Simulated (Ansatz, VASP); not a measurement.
## One calculation of C, two programs

File INCAR:

```
SYSTEM = C
ALGO = Normal ; EDIFF = 1E-6
ENCUT = 520 ; GGA = PS
ISIF = 2 ; ISMEAR = 0
IVDW = 12 ; LASPH = .True.
LCHARG = .False. ; LREAL = .False.
LWAVE = .False. ; NBANDS = 11
NELM = 60 ; PREC = Accurate
SIGMA = 0.15
```

Contents of KPOINTS:

```
k-points
0
Gamma
  21 21 12
  0 0 0
```

POSCAR

```
C
1.0
    2.4987011397      0.0000000000      0.0000000000
   -1.2493505699      2.1639386634      0.0000000000
    0.0000000000      0.0000000000      3.5884245947
C
2
Direct
    0.3427300877      0.6854601753      0.0000000000
    0.6572699123      0.3145398247      0.0000000000
```

Input for Ansatz:

```yaml
crystal:
  lattice:
    - [2.4987011397, 0.0, 0.0]
    - [-1.2493505699, 2.1639386634, 0.0]
    - [0.0, 0.0, 3.5884245947]
  atoms:
    - { symbol: C, position: [0.3427300877, 0.6854601753, 0.0] }
    - { symbol: C, position: [0.6572699123, 0.3145398247, 0.0] }
basis:
  ecutwfc: 520.0
kpoints:
  mp_grid: { grid: [21, 21, 12] }
hamiltonian:
  xc: pbesol
  pseudopotentials: { kind: paw, azcp: { folder: soft_1 } }
  dispersion: d3bj
scf:
  occupations: { method: gaussian, width: 0.15 }
output:
  forces: true
  stress: true
  eigenvalues: true
  write_density: true
  write_potential: true
  elf: true
  volumetric_format: npy
```

Change from the starting cell: mode 6 frozen in at +0.040 Å, equal normal strain along x, y and z +0.0167.

Alike in both runs: task single point; functional PBEsol; dispersion D3(BJ); k mesh 21 × 21 × 12; occupations gaussian, width 0.15 eV; no spin polarisation.

|  | VASP | Ansatz |
| --- | --- | --- |
| version | VASP 6.6.1 | Ansatz 0.2.0 |
| potentials or method | VASP PAW PBE potentials, release 64 (C), cutoff 520 eV | scalar-relativistic, plane waves, PAW |
| valence electrons in the cell | 8 | 8 |

|  | VASP | Ansatz | Ansatz less VASP |
| --- | --- | --- | --- |
| gap on the k mesh at the Fermi level (eV) | none | none | - |
| pressure (GPa) | -9.3 | -9.8 | -0.58 |
| traceless stress, the component that is largest in VASP (GPa) | -11.05 | -11.21 | -0.151 |
| rms of the force components (eV/Å) | 2.498 | 2.487 | -0.0105 |

VASP's potentials were made for PBE, not for PBEsol, and Ansatz warns of the same on its side. Atom by atom the forces differ by 0.011 eV/Å (rms over components). A gap of «none» marks a metal or a gap that the smearing closes.
